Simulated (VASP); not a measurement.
The system is SrO.

```
CELL_PARAMETERS angstrom
3.57679 0.00000 0.00000
-1.78840 3.09760 0.00000
0.00000 0.00000 6.24297
ATOMIC_POSITIONS crystal
Sr 0.33333 0.66667 0.25000
Sr 0.66667 0.33333 0.75000
O 0.00000 0.00000 0.00000
O 0.00000 0.00000 0.50000
```

| Property | Result |
| --- | --- |
| Program | VASP 6.6.1 |
| Task | relaxation of cell and atoms |
| Functional | PBEsol |
| Potentials or basis | VASP PAW PBE potentials, release 64 (Sr_sv, O) |
| Cutoff | 600 eV |
| k mesh | 12 × 12 × 4 |
| Occupations | fermi-dirac, width 0.02 eV |
| Spin | no spin polarisation |

At the start: pressure -3.2 GPa; volume 17.29 Å³/atom.

Where does the relaxation end?

Over 7 steps the energy falls by 6.9 meV/atom and the volume is 16.62 Å³/atom (-3.9 %); space group P6_3/mmc (No. 194, to 0.1 Å) before and after.

The path:
```tsv
step	energy change (eV)	largest force (eV/Å)	pressure (GPa)	volume (Å³)
1	0.0000	0.0000	-3.22	69.17
2	-0.0248	0.0000	1.14	65.74
3	-0.0276	0.0000	0.00	66.54
4	-0.0275	0.0000	-0.05	66.59
5	-0.0277	0.0000	-0.07	66.57
6	-0.0277	0.0000	-0.07	66.56
7	-0.0277	0.0000	0.03	66.49
```

Final structure:
```
Sr O
1.0
     3.52882    0.00000    0.00000
    -1.76441    3.05605    0.00000
     0.00000    0.00000    6.16576
Sr O
2 2
Direct
  0.33333 0.66667 0.25000
  0.66667 0.33333 0.75000
  0.00000 0.00000 0.00000
  0.00000 0.00000 0.50000
```

Caveat: the PAW data sets were made with another functional, which shifts forces and pressure a little.
